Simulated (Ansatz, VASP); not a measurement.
Two plane-wave programs on SiO2

INCAR

```
ALGO = Normal
EDIFF = 1E-6
ENCUT = 520
GGA = CA
ISIF = 2
ISMEAR = 0
LASPH = T
LCHARG = F
LREAL = F
LWAVE = F
NBANDS = 25
NELM = 60
PREC = Accurate
SIGMA = 0.05
```

File KPOINTS:

```
k-points
0
Gamma
  6 6 8
```

File POSCAR:

```
SiO2
1.0
    4.1801000000      0.0000000000      0.0000000000
    0.0000000000      4.1801000000      0.0000000000
    0.0000000000      0.0000000000      2.5974000000
Si O
2 4
Direct
    0.5000000000      0.5000000000      0.5000000000
    0.0000000000      0.0000000000      0.0000000000
    0.6944252994      0.6944252994      0.0000000000
    0.1944252994      0.8055747006      0.5000000000
    0.3055747006      0.3055747006      0.0000000000
    0.8055747006      0.1944252994      0.5000000000
```

Input for Ansatz:

```yaml
crystal:
  lattice:
    - [4.1801, 0.0, 0.0]
    - [0.0, 4.1801, 0.0]
    - [0.0, 0.0, 2.5974]
  atoms:
    - { symbol: Si, position: [0.5, 0.5, 0.5] }
    - { symbol: Si, position: [0.0, 0.0, 0.0] }
    - { symbol: O, position: [0.6944252994, 0.6944252994, 0.0] }
    - { symbol: O, position: [0.1944252994, 0.8055747006, 0.5] }
    - { symbol: O, position: [0.3055747006, 0.3055747006, 0.0] }
    - { symbol: O, position: [0.8055747006, 0.1944252994, 0.5] }
basis:
  ecutwfc: 520.0
kpoints:
  mp_grid: { grid: [6, 6, 8] }
hamiltonian:
  xc: lda
  pseudopotentials: { kind: paw, azcp: { folder: soft_1 } }
scf:
  occupations: { method: gaussian, width: 0.05 }
output:
  forces: true
  stress: true
  eigenvalues: true
```

Alike in both runs: task single point; functional LDA; k mesh 6 × 6 × 8; occupations gaussian, width 0.05 eV; no spin polarisation.

|  | VASP | Ansatz |
| --- | --- | --- |
| version | VASP 6.6.1 | Ansatz 0.2.0 |
| potentials or method | VASP PAW LDA potentials, release 64 (Si, O), cutoff 520 eV | scalar-relativistic, plane waves, PAW |
| valence electrons in the cell | 32 | 32 |

|  | VASP | Ansatz | Ansatz less VASP |
| --- | --- | --- | --- |
| gap on the k mesh at the Fermi level (eV) | 6.14 | 6.14 | +0.001 |
| least direct gap on the mesh (eV) | 6.14 | 6.14 | +0.001 |
| pressure (GPa) | 7.0 | 5.9 | -1.15 |
| traceless stress, the component that is largest in VASP (GPa) | 11.78 | 10.97 | -0.811 |
| rms of the force components (eV/Å) | 0.013 | 0.035 | +0.0227 |

Ansatz warns that its potentials were made for another functional, while VASP's fit it. LDA's correlation is that of Perdew and Zunger in VASP and of Perdew and Wang (1992) in Ansatz. Atom by atom the forces differ by 0.023 eV/Å (rms over components).
